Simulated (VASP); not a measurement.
**MgS (Niningerite): single point with PBE**

The system is MgS (Niningerite).

```
Mg S
1.0
     0.00000    2.61484    2.61484
     2.61484    0.00000    2.61484
     2.61484    2.61484    0.00000
Mg S
1 1
Direct
  0.00000 0.00000 0.00000
  0.50000 0.50000 0.50000
```

```
Program             : VASP 6.6.1
Task                : single point
Functional          : PBE
Potentials or basis : VASP PAW PBE potentials, release 64 (Mg, S)
Cutoff              : 520 eV
k mesh              : 8 × 8 × 8
Occupations         : fermi-dirac, width 0.02 eV
Spin                : no spin polarisation
```

* Pressure: -0.3 GPa
* Band gap on the k mesh: 2.74 eV, indirect (least direct gap 3.59 eV)

Levels at points of the mesh, in eV from the valence-band top:
| k point | band 2 | band 3 | band 4 | band 5 | band 6 | band 7 |
| --- | --- | --- | --- | --- | --- | --- |
| (0.00, 0.00, 0.00) | 0.00 | 0.00 | 0.00 | 3.59 | 7.96 | 7.96 |
| (0.50, 0.00, 0.00) | -4.75 | -0.57 | -0.57 | 4.53 | 6.89 | 6.89 |
| (0.50, 0.50, 0.00) | -4.11 | -1.65 | -1.65 | 2.74 | 4.44 | 11.85 |

It took 6.8 s on 1 thread of Intel(R) Xeon(R) Platinum 8559C (Emerald Rapids) (shared host), peak memory 0.15 GiB.

A k mesh can miss the band edges. A hybrid or GW would open this gap; PBE tends to underestimate it.
